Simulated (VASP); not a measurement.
# GaAs in VASP: single point with PBE+D3(BJ)

Aim: the single point of GaAs with PBE+D3(BJ).

Everything below comes from runs of VASP 6.6.1. Logs are shortened: lines on timing, memory, paths and dates and some standing lists are left out, and cuts for length are marked.

## (1) The cell of the first run

The cell holds a slab with vacuum, 16 atoms: a = 8.027 Å, b = 5.676 Å, c = 22.020 Å, α = 90.00°, β = 90.00°, γ = 90.00°.

## (2) Single point, PBE+D3(BJ)

The input, INCAR:

```
SYSTEM = GaAs
PREC     = Accurate       ! precision mode
ENCUT    = 520            ! plane-wave cutoff, eV
EDIFF    = 1E-6           ! SCF threshold, eV
ISMEAR   = 0              ! smearing method
SIGMA    = 0.05           ! smearing width, eV
LREAL    = Auto         
LASPH    = .TRUE.         ! aspherical terms in the spheres
NELM     = 100            ! most SCF steps
ALGO     = Normal         ! electronic algorithm
ISIF     = 2              ! what is computed and relaxed
LWAVE    = .FALSE.        ! write WAVECAR
LCHARG   = .FALSE.        ! write CHGCAR
LDIPOL   = .TRUE.       
IDIPOL   = 3            
DIPOL    = 0.5 0.5 0.500
GGA      = PE             ! functional
IVDW     = 12             ! dispersion correction
NBANDS   = 86             ! bands
```

The input, KPOINTS:

```
regular mesh
0
G
  2 3 1
  0 0 0
```

The input, POSCAR:

```
GaAs
1.0
    8.0267120191      0.0000000000      0.0000000000
    0.0000000000      5.6757424993      0.0000000000
    0.0000000000      0.0000000000     22.0200340143
Ga As
8 8
Direct
    0.2500000000      0.5000000000      0.3633055242
    0.7500000000      0.5000000000      0.3633055242
    0.5000000000      0.0000000000      0.4544351747
    0.0000000000      0.0000000000      0.4544351747
    0.7500000000      0.5048460706      0.5512518130
    0.2500000000      0.5048460706      0.5512518130
    0.0000000000     -0.0616291904      0.6198504392
    0.5000000000     -0.0616291904      0.6198504392
    0.5000000000      0.2500000000      0.3633055242
    0.0000000000      0.2500000000      0.3633055242
    0.7500000000      0.7500000000      0.4544351747
    0.2500000000      0.7500000000      0.4544351747
    0.0000000000      0.2554471209      0.5462720407
    0.5000000000      0.2554471209      0.5462720407
    0.2500000000      0.7221633033      0.6491132386
    0.7500000000      0.7221633033      0.6491132386
```

Potentials or basis: VASP PAW PBE potentials, release 64 (Ga_d, As).

Launch:

```sh
> cat potpaw_PBE.64/Ga_d/POTCAR potpaw_PBE.64/As/POTCAR > POTCAR
> mpirun -np 1 vasp_std > vasp.out
```

OUTCAR:

```text
SYSTEM = GaAs
   PREC = Accurate
   ENCUT = 520
   EDIFF = 1E-6
   ISMEAR = 0
   LREAL = Auto
   LASPH = .TRUE.
   NELM = 100
   ISIF = 2
   GGA = PE
   IVDW = 12
 IVDW          = 12

 ion  position               nearest neighbor table
   1  0.250  0.500  0.363-  12 2.46  10 2.46   9 2.46
   2  0.750  0.500  0.363-  11 2.46  10 2.46   9 2.46
   3  0.500  0.000  0.454-   9 2.46  11 2.46  12 2.46  14 2.49
   4  0.000  0.000  0.454-  10 2.46  11 2.46  12 2.46  13 2.49
   5  0.750  0.505  0.551-  13 2.46  14 2.46  16 2.48  11 2.55
   6  0.250  0.505  0.551-  13 2.46  14 2.46  15 2.48  12 2.55
   7  0.000  0.938  0.620-  13 2.42  15 2.44  16 2.44
   8  0.500  0.938  0.620-  14 2.42  15 2.44  16 2.44
   9  0.500  0.250  0.363-   3 2.46   2 2.46   1 2.46
  10  0.000  0.250  0.363-   4 2.46   2 2.46   1 2.46
  11  0.750  0.750  0.454-   2 2.46   3 2.46   4 2.46   5 2.55
  12  0.250  0.750  0.454-   1 2.46   3 2.46   4 2.46   6 2.55
  13  0.000  0.255  0.546-   7 2.42   6 2.46   5 2.46   4 2.49
  14  0.500  0.255  0.546-   8 2.42   6 2.46   5 2.46   3 2.49
  15  0.250  0.722  0.649-   7 2.44   8 2.44   6 2.48
  16  0.750  0.722  0.649-   7 2.44   8 2.44   5 2.48

  LATTYP: Found a simple orthorhombic cell.
 ALAT       =     5.6757424993
 B/A-ratio  =     1.4142135624
 C/A-ratio  =     3.8796746006

  Lattice vectors:

 A1 = (   0.0000000000,  -5.6757424993,   0.0000000000)
 A2 = (   8.0267120191,   0.0000000000,   0.0000000000)
 A3 = (   0.0000000000,   0.0000000000,  22.0200340143)

Analysis of symmetry for initial positions (statically):
=====================================================================
 Subroutine PRICEL returns following result:

  LATTYP: Found a simple orthorhombic cell.
 ALAT       =     4.0133560095
 B/A-ratio  =     1.4142135624
 C/A-ratio  =     5.4866884378

  Lattice vectors:

 A1 = (   4.0133560095,   0.0000000000,   0.0000000000)
 A2 = (   0.0000000000,   5.6757424993,   0.0000000000)
 A3 = (   0.0000000000,   0.0000000000,  22.0200340143)

   2 primitive cells build up your supercell.

 Routine SETGRP: Setting up the symmetry group for a
 simple orthorhombic supercell.

 Subroutine GETGRP returns: Found  2 space group operations
 (whereof  2 operations were pure point group operations)
 out of a pool of  8 trial point group operations.

The static configuration has the point symmetry C_1h.

Analysis of symmetry for dynamics (positions and initial velocities):
=====================================================================
 Subroutine PRICEL returns following result:

  LATTYP: Found a simple orthorhombic cell.
 ALAT       =     4.0133560095
 B/A-ratio  =     1.4142135624
 C/A-ratio  =     5.4866884378

  Lattice vectors:

 A1 = (   4.0133560095,   0.0000000000,   0.0000000000)
 A2 = (   0.0000000000,   5.6757424993,   0.0000000000)
 A3 = (   0.0000000000,   0.0000000000,  22.0200340143)

   2 primitive cells build up your supercell.

 Routine SETGRP: Setting up the symmetry group for a
 simple orthorhombic supercell.

 Subroutine GETGRP returns: Found  2 space group operations
 (whereof  2 operations were pure point group operations)
 out of a pool of  8 trial point group operations.

The dynamic configuration has the point symmetry C_1h.

 Subroutine INISYM returns: Found  2 space group operations
 (whereof  2 operations are pure point group operations),
 and found     2 'primitive' translations

----------------------------------------------------------------------------------------

                                     Primitive cell

  volume of cell :     501.5894

  direct lattice vectors                    reciprocal lattice vectors
     4.013356010  0.000000000  0.000000000     0.249168027  0.000000000  0.000000000
     0.000000000  5.675742499  0.000000000     0.000000000  0.176188402  0.000000000
     0.000000000  0.000000000 22.020034014     0.000000000  0.000000000  0.045413191

  length of vectors
     4.013356010  5.675742499 22.020034014     0.249168027  0.176188402  0.045413191

  position of ions in fractional coordinates (direct lattice)
     0.500000000  0.500000000  0.363305524
     0.000000000  0.000000000  0.454435175
     0.500000000  0.504846071  0.551251813
     0.000000000  0.938370810  0.619850439
     0.000000000  0.250000000  0.363305524
     0.500000000  0.750000000  0.454435175
     0.000000000  0.255447121  0.546272041
     0.500000000  0.722163303  0.649113239

  ion indices of the primitive-cell ions
   primitive index   ion index
                 1           1
                 2           3
                 3           6
                 4           7
                 5           9
                 6          12
                 7          13
                 8          15

----------------------------------------------------------------------------------------

 KPOINTS: regular mesh

Automatic generation of k-mesh.
 Grid dimensions read from file:
 generate k-points for:    2    3    1

 Generating k-lattice:

  Cartesian coordinates                     Fractional coordinates (reciprocal lattice)
     0.062292007  0.000000000  0.000000000     0.500000000  0.000000000  0.000000000
     0.000000000  0.058729467  0.000000000     0.000000000  0.333333333  0.000000000
     0.000000000  0.000000000  0.045413191     0.000000000  0.000000000  1.000000000

  Length of vectors
     0.062292007  0.058729467  0.045413191

  Shift w.r.t. Gamma in fractional coordinates (k-lattice)
     0.000000000  0.000000000  0.000000000

 Subroutine IBZKPT returns following result:
 ===========================================

 Found      4 irreducible k-points:

 Following reciprocal coordinates:
            Coordinates               Weight
  0.000000  0.000000  0.000000      1.000000
  0.500000  0.000000  0.000000      1.000000
  0.000000  0.333333  0.000000      2.000000
  0.500000  0.333333  0.000000      2.000000
   k-points           NKPTS =      4   k-points in BZ     NKDIM =      4   number of bands    NBANDS=     86
   number of dos      NEDOS =    301   number of ions     NIONS =     16
   total plane-waves  NPLWV = 423360
   dimension x,y,z NGX =    60 NGY =   42 NGZ =  168
   dimension x,y,z NGXF=   120 NGYF=   84 NGZF=  336
   ions per type =               8   8
   NGX,Y,Z   is equivalent  to a cutoff of  12.43, 12.30, 12.68 a.u.
   NGXF,Y,Z  is equivalent  to a cutoff of  24.85, 24.60, 25.37 a.u.
 SYSTEM =  GaAs
   PREC   = accura    normal or accurate (medium, high low for compatibility)
   ISTART =      0    job   : 0-new  1-cont  2-samecut
   ICHARG =      2    charge: 1-file 2-atom 10-const
   ISPIN  =      1    spin polarized calculation?
   LNONCOLLINEAR =      F non collinear calculations
   LSORBIT =      F    spin-orbit coupling
   LASPH  =      T    aspherical Exc in radial PAW
   ENCUT  =  520.0 eV  38.22 Ry    6.18 a.u.  14.92 10.55 40.94*2*pi/ulx,y,z
   NELM   =    100;   NELMIN=  2; NELMDL= -5     # of ELM steps
   EDIFF  = 0.1E-05   stopping-criterion for ELM
   LREAL  =      T    real-space projection
   EDIFFG = 0.1E-04   stopping-criterion for IOM
   NSW    =      0    number of steps for IOM
   IBRION =     -1    ionic relax: 0-MD 1-quasi-New 2-CG
   NFREE  =      0    steps in history (QN), initial steepest desc. (CG)
   ISIF   =      2    stress and relaxation
   ISYM   =      2    0-nonsym 1-usesym 2-fastsym
   POTIM  = 0.5000    time-step for ionic-motion
   TEBEG  =    0.0;   TEEND  =   0.0 temperature during run
   PSTRESS=    0.0 pullay stress
   NELECT =     144.0000    total number of electrons
   NUPDOWN=      -1.0000    fix difference up-down
   EMIN   =  10.00;   EMAX   =-10.00  energy-range for DOS
   EFERMI =   0.00;   METHOD = LEGACY
   ISMEAR =     0;   SIGMA  =   0.05  broadening in eV -4-tet -1-fermi 0-gaus
   EFERMI_NEDOS =   21; number of points for ismear=-14 and -15
   IALGO  =     38    algorithm
   IMIX   =      4    mixing-type and parameters
     AMIX     =   0.40;   BMIX     =  1.00
     AMIX_MAG =   1.60;   BMIX_MAG =  1.00
  volume/ion in A,a.u.               =      62.70       423.11
  Fermi-wavevector in a.u.,A,eV,Ry     =   0.857175  1.619826  9.996869  0.734749
  Thomas-Fermi vector in A             =   1.974189
   LORBIT       =      0    0 simple, 1 ext, 2 COOP (PROOUT), +10 PAW based schemes
   GGA     = PE    functional components
   LHFCALC =     F    Hartree Fock is set to
   AEXX    =    0.0000 exact exchange contribution
   IVDW    =    12    specifies the selected vdW correction
   LEPSILON=     F    determine dielectric tensor
   LRPA    =     F    only Hartree local field effects (RPA)
 non-spin polarized calculation
 Gauss-broadening in eV      SIGMA  =   0.05
  energy-cutoff  :      520.00
  volume of cell :     1003.18
 maximum number of plane-waves:     27074
 NGX is ok and might be reduce to    60
   NGX = 29   NGY = 21   NGZ = 81

 dipolmoment           0.000000      0.000000     -0.001940 electrons x Angstroem

 number of electron     144.0000044 magnetization

 dipolmoment           0.000000      0.000000      0.005085 electrons x Angstroem

 Free energy of the ion-electron system (eV)
  ---------------------------------------------------
  ext. energy  EPLUGINS =         0.00000000
  ---------------------------------------------------
  free energy    TOTEN  =       -61.32532688 eV

  energy without entropy =      -61.32532688  energy(sigma->0) =      -61.32532688

 E-fermi :  -1.4695     XC(G=0):  -4.1696

 val. band max:       -1.6929876454   @ k =   0.0000   0.0000   0.0000
 cond. band min:      -1.0475971659   @ k =   0.0000   0.3333   0.0000
 fundamental gap:      0.6453904795
 Fermi energy:        -1.4694693408

 k-point     1 :       0.0000    0.0000    0.0000
  band No.  band energies     occupation
      1     -16.6175      2.00000
      2     -16.6108      2.00000
      3     -16.5533      2.00000
      4     -16.5530      2.00000
      5     -16.5482      2.00000
      6     -16.5429      2.00000
[... 337 lines left out ...]
     83       2.4490      0.00000
     84       2.4490      0.00000
 [bands above 84 left out]

------------------------ aborting loop because EDIFF is reached ----------------------------------------

 vacuum level on the upper side and lower side of the slab       (xc-potential included)        -0.065        -0.067

 Edisp (eV)   -3.61802

 E8    (eV) :    -1.6746

  FORCE on cell =-STRESS in cart. coord.  units (eV):
  Direction    XX          YY          ZZ          XY          YZ          ZX
  --------------------------------------------------------------------------------------
  -------------------------------------------------------------------------------------
  Total      -0.62217    -3.01308     0.76247     0.00000     3.07285     0.00000
  in kB      -0.99367    -4.81218     1.21774     0.00000     4.90765     0.00000
  external pressure =       -1.53 kB  Pullay stress =        0.00 kB

 VOLUME and BASIS-vectors are now :
 -----------------------------------------------------------------------------
  energy-cutoff  :      520.00
  volume of cell :     1003.18
      direct lattice vectors                 reciprocal lattice vectors
     8.026712019  0.000000000  0.000000000     0.124584014  0.000000000  0.000000000
     0.000000000  5.675742499  0.000000000     0.000000000  0.176188402  0.000000000
     0.000000000  0.000000000 22.020034014     0.000000000  0.000000000  0.045413191

 POSITION                                       TOTAL-FORCE (eV/Angst)
 -----------------------------------------------------------------------------------
      2.00668      2.83787      8.00000         0.000000     -0.916270      1.221669
      6.02003      2.83787      8.00000        -0.000000     -0.916270      1.221669
      4.01336      0.00000     10.00668         0.000000      0.355587      0.281769
      0.00000      0.00000     10.00668        -0.000000      0.355587      0.281769
      6.02003      2.86538     12.13858        -0.000000      0.005055      0.004651
      2.00668      2.86538     12.13858        -0.000000      0.005055      0.004651
[... 8 lines left out ...]
      2.00668      4.09881     14.29350        -0.000000     -0.007028      0.031102
      6.02003      4.09881     14.29350        -0.000000     -0.007028      0.031102
 -----------------------------------------------------------------------------------
    total drift:                                0.000000      0.003232      0.001340

  FREE ENERGIE OF THE ION-ELECTRON SYSTEM (eV)
  ---------------------------------------------------
  free  energy   TOTEN  =       -64.9433506951 eV

  energy  without entropy=      -64.9433506951  energy(sigma->0) =      -64.94335070

 vacuum level on the upper side and lower side of the slab         3.059         3.064
```

It took 13 min on 1 thread of Intel Xeon Platinum 8375C at 2.90GHz (Ice Lake), shared host; peak memory 0.89 GiB.

What came out:

| Quantity | Value |
| --- | --- |
| Free energy | -64.9434 eV |
| Largest force | 1.527 eV/Å |
| Band gap on the k mesh | 0.65 eV |
| Dispersion energy per atom | -0.226 eV |

Forces on the atoms (eV/Å):
```
Ga   0.000 -0.916  1.222
Ga   0.000 -0.916  1.222
Ga   0.000  0.356  0.282
Ga   0.000  0.356  0.282
Ga   0.000  0.005  0.005
Ga   0.000  0.005  0.005
Ga   0.000  0.006  0.002
Ga   0.000  0.006  0.002
As   0.000  0.147 -1.382
As   0.000  0.147 -1.382
As   0.000  0.405 -0.138
As   0.000  0.405 -0.138
As   0.000  0.004 -0.021
As   0.000  0.004 -0.021
As   0.000 -0.007  0.031
As   0.000 -0.007  0.031
```
